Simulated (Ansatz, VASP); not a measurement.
# Two plane-wave programs on Ta2Mo

Contents of INCAR:

```
SYSTEM = Ta2Mo
  ALGO = Normal
  EDIFF = 1E-6
  EDIFFG = -0.04
  ENCUT = 600
  GGA = PE
  IBRION = 2
  ISIF = 3
  ISMEAR = 0
  LASPH = .True.
  LCHARG = .False.
  LREAL = .False.
  LWAVE = .False.
  NELM = 100
  NSW = 90
  PREC = Accurate
  SIGMA = 0.1
```

Contents of KPOINTS:

```
k-points
0
Gamma
  6 6 6
  0 0 0
```

POSCAR

```
Ta2Mo
1.0
    0.0000000000      3.1339201400      3.1339201400
    3.1339201400      0.0000000000      3.1339201400
    3.1339201400      3.1339201400      0.0000000000
Ta Mo
2 1
Direct
    0.2500000000      0.2500000000      0.2500000000
    0.7500000000      0.7500000000      0.7500000000
    0.0000000000      0.0000000000      0.0000000000
```

Input for Ansatz:

```yaml
crystal:
  lattice:
    - [0.0, 3.13392014, 3.13392014]
    - [3.13392014, 0.0, 3.13392014]
    - [3.13392014, 3.13392014, 0.0]
  atoms:
    - { symbol: Ta, position: [0.25, 0.25, 0.25] }
    - { symbol: Ta, position: [0.75, 0.75, 0.75] }
    - { symbol: Mo, position: [0.0, 0.0, 0.0] }
basis:
  ecutwfc: 420
kpoints:
  mp_grid: { grid: [6, 6, 6] }
hamiltonian:
  xc: pbe
scf:
  occupations: { method: gaussian, width: 0.1 }
  lower_state_search: "off"
output:
  forces: true
  stress: true
  eigenvalues: true
relax:
  adjacent_minimum: "off"
  f_tol: 0.04
  max_steps: 70
  cell: { stress_tol: 0.4 }
```

Alike in both runs: task relaxation of cell and atoms; functional PBE; k mesh 6 × 6 × 6; occupations gaussian, width 0.1 eV; no spin polarisation.

```csv
,VASP,Ansatz
version,VASP 6.6.1,Ansatz 0.2.0
potentials or method,"VASP PAW PBE potentials, release 64 (Ta_pv, Mo_sv), cutoff 600 eV","scalar-relativistic, plane waves, PAW"
valence electrons in the cell,36,40
```

|  | VASP | Ansatz | Ansatz less VASP |
| --- | --- | --- | --- |
| gap on the k mesh at the Fermi level, each at its own relaxed structure (eV) | none | none | - |
| relaxed volume (Å³/atom) | 20.48 | 20.46 | -0.018 |
| relaxed cell length with the largest relative difference (Å) | 4.429 | 4.428 | -0.0013 |

A gap of «none» marks a metal or a gap that the smearing closes. VASP's potentials hold 36 valence electrons a cell and Ansatz's 40, so a difference there can come from the potentials and not from the codes.

Spin-orbit coupling is off throughout.
